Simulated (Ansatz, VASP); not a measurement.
# TaN: VASP beside Ansatz

```
Ta N
1.0
     5.07915    0.00000    0.00000
    -2.53958    4.39868    0.00000
     0.00000    0.00000    2.84864
Ta N
3 3
Direct
  0.00000 0.00000 0.00000
  0.33333 0.66667 0.50000
  0.66667 0.33333 0.50000
  0.50000 0.00000 0.00000
  0.50000 0.50000 0.00000
  0.00000 0.50000 0.00000
```

Change from the starting cell: volume scaled by 0.94, crystal datasets.

Alike in both runs: task electric field gradients; functional LDA; k mesh 5 × 5 × 8; occupations fermi-dirac, width 0.03 eV; no spin polarisation.

|  | VASP | Ansatz |
| --- | --- | --- |
| version | VASP 6.6.1 | Ansatz 0.2.0 |
| potentials or method | VASP PAW LDA potentials, release 64 (Ta_pv, N), cutoff 520 eV | all-electron PAW with datasets made for the crystal, scalar-relativistic |

Ansatz gave:

```
pressure (GPa)                                                : 17.5
traceless stress, the component that is largest in VASP (GPa) : 3.48
size of Vzz on the site where it differs most (V/Å²)          : 464.1
```

What did VASP give for the same quantities?

Pressure (GPa): 20.0; traceless stress, the component that is largest in VASP (GPa): 4.11; size of Vzz on the site where it differs most (V/Å²): 342.8.

LDA's correlation is that of Perdew and Zunger in VASP and of Perdew and Wang (1992) in Ansatz. Ansatz ran all-electron here, and VASP with PAW potentials.

Neither program's run includes spin-orbit coupling.
